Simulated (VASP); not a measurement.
Here is a VASP 6.6.1 calculation.

INCAR

```
PREC = Accurate
ENCUT = 520
EDIFF = 1E-6
ISMEAR = 0
SIGMA = 0.15
LREAL = F
LASPH = T
NELM = 60
ALGO = Normal
ISIF = 2
LWAVE = F
LCHARG = F
GGA = PS
NBANDS = 12
```

Contents of KPOINTS:

```
Automatic mesh
0
Gamma
  26 26 26
```

POSCAR

```
Ti
1.0
    0.0000000000      1.9772231227      1.9772231227
    1.9772231227      0.0000000000      1.9772231227
    1.9772231227      1.9772231227      0.0000000000
Ti
1
Direct
    0.0000000000      0.0000000000      0.0000000000
```

Potentials or basis: VASP PAW PBE potentials, release 64 (Ti_sv).

The run is started by

```console
$ cat potpaw_PBE.64/Ti_sv/POTCAR > POTCAR
$ mpirun -np 1 vasp_std > vasp.out
```

Question: Estimate the band gap on the k mesh.

Answer: Zero (band 6 reaches 10.32 eV, above the bottom of band 7 at 8.81 eV).

Question: What does it give for the pressure?

Answer: 9.5 GPa.

Caveat: the cell differs from its parent crystal (strain -0.025 along x and y, -0.025 along z); the PAW data sets were made with another functional, which shifts forces and pressure a little.
